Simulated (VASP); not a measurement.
Wanted: the native input for a VASP 6.6.1 run.

```yaml
Task: relaxation of the atoms
Functional: r2SCAN
Potentials_or_basis: VASP PAW PBE potentials, release 64 (Bi_d, Te)
Cutoff: 520 eV
k_mesh: 4 × 4 × 4
Occupations: gaussian, width 0.1 eV
Spin: no spin polarisation
Dipole_correction: no
Further_INCAR_settings: ALGO = Normal; EDIFF = 1e-06; IBRION = 2; EDIFFG = -0.05; NSW = 80
```

BiTe:

```
Bi Te
1.0
     0.00000    3.23500    3.23500
     3.23500    0.00000    3.23500
     3.23500    3.23500    0.00000
Bi Te
1 1
Direct
  0.97682 0.06955 0.97682
  0.50000 0.50000 0.50000
```

The input as run:

POSCAR

```
BiTe
1.0
    0.0000000000      3.2350000000      3.2350000000
    3.2350000000      0.0000000000      3.2350000000
    3.2350000000      3.2350000000      0.0000000000
Bi Te
1 1
Direct
   -0.0231840000      0.0695520000     -0.0231840000
    0.5000000000      0.5000000000      0.5000000000
```

INCAR.step1

```
SYSTEM = BiTe
PREC = Accurate ; ENCUT = 520
ISMEAR = 0 ; SIGMA = 0.1
LREAL = .False. ; LASPH = .True.
NELM = 80 ; GGA = PE
ALGO = Normal ; EDIFF = 1E-4
LWAVE = .True. ; LCHARG = .False.
```

INCAR.step2

```
SYSTEM = BiTe
PREC = Accurate ; ENCUT = 520
EDIFF = 1E-6 ; ISMEAR = 0
SIGMA = 0.1 ; LREAL = .False.
LASPH = .True. ; NELM = 80
ALGO = Normal ; ISIF = 2
LWAVE = .False. ; LCHARG = .False.
METAGGA = R2SCAN ; LMIXTAU = .True.
IBRION = 2 ; NSW = 80
EDIFFG = -0.05 ; ISTART = 1
```

KPOINTS

```
Automatic mesh
0
Gamma
  4 4 4
  0 0 0
```

Potentials or basis: VASP PAW PBE potentials, release 64 (Bi_d, Te).

Command:

```sh
$ cat potpaw_PBE.64/Bi_d/POTCAR potpaw_PBE.64/Te/POTCAR > POTCAR
$ cp INCAR.step1 INCAR
$ mpirun -np 1 vasp_std > vasp.out
$ cp INCAR.step2 INCAR
$ mpirun -np 1 vasp_std > vasp.out
```

Results of the run:

* Energy gained by relaxing: 62.3 meV/atom
* Ionic steps: 3
* Pressure after relaxing: -0.4 GPa
* Largest force after relaxing: 0.015 eV/Å

Caveat: the k points lie up to 0.42 Å⁻¹ apart; the PAW data sets were made with another functional, which shifts forces and pressure a little; the relaxation stopped at a loose force limit of 0.05 eV/Å, so its end isn't a converged minimum.

Wall time 93 s on 1 thread of Intel(R) Xeon(R) Platinum 8559C (Emerald Rapids), with other jobs on the host, peak memory 0.22 GiB.
